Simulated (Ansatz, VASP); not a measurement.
# ZnO: VASP beside Ansatz

Contents of INCAR:

```
ALGO = Normal
EDIFF = 1E-6
ENCUT = 600
GGA = PE
GGA_COMPAT = F
ISIF = 2
ISMEAR = -1
LASPH = T
LCHARG = F
LREAL = F
LWAVE = F
NBANDS = 26
NELM = 120
PREC = Accurate
SIGMA = 0.01
```

The input KPOINTS:

```
k-points
0
Gamma
  3 3 2
```

Contents of POSCAR:

```
ZnO
1.0
    3.2799149762      0.0000000003      0.0000000000
   -1.6399574862      2.8404896903      0.0000000000
    0.0000000000      0.0000000000      5.2940484900
Zn O
2 2
Direct
    0.6666666667      0.3333333333      0.5006132100
    0.3333333333      0.6666666667      0.0006132100
    0.6666666667      0.3333333333      0.8796967900
    0.3333333333      0.6666666667      0.3796967900
```

Input for Ansatz:

```yaml
crystal:
  lattice:
    - [3.279914976197, 2.710317842965e-10, 0.0]
    - [-1.639957486197, 2.840489690271, 0.0]
    - [0.0, 0.0, 5.29404849]
  atoms:
    - { symbol: Zn, position: [0.6666666666667, 0.3333333333333, 0.50061321] }
    - { symbol: Zn, position: [0.3333333333333, 0.6666666666667, 0.00061321] }
    - { symbol: O, position: [0.6666666666667, 0.3333333333333, 0.87969679] }
    - { symbol: O, position: [0.3333333333333, 0.6666666666667, 0.37969679] }
basis:
  ecutwfc: 420.0
  ecutrho_ratio: 4
  xc_grid: 2
  fft_grid_basis: typed
  precision: f64
kpoints:
  mp_grid: { grid: [3, 3, 2] }
hamiltonian:
  pseudopotentials: { kind: paw, azcp: { folder: soft_1 } }
scf:
  max_iter: 60
  self_checks: high
  occupations: { method: fermi_dirac, width: 0.01 }
output:
  forces: true
checkpoint:
  write: "../host.s0.run"
  compress: false
  write_wavefunctions: true
  write_every: 100000
```

Alike in both runs: task single point; functional PBE; k mesh 3 × 3 × 2; occupations fermi-dirac, width 0.01 eV; no spin polarisation.

```csv
,VASP,Ansatz
version,VASP 6.6.1,Ansatz 0.2.0
potentials or method,"VASP PAW PBE potentials, release 64 (Zn, O), cutoff 600 eV",plane-wave PAW DFT
valence electrons in the cell,36,36
```

```csv
,VASP,Ansatz,Ansatz less VASP
gap on the k mesh at the Fermi level (eV),0.70,0.71,+0.013
rms of the force components (eV/Å),0.010,0.010,-0.0004
```

Atom by atom the forces differ by 0.000 eV/Å (rms over components).

The k mesh is coarse, so the values compare programs but aren't converged.
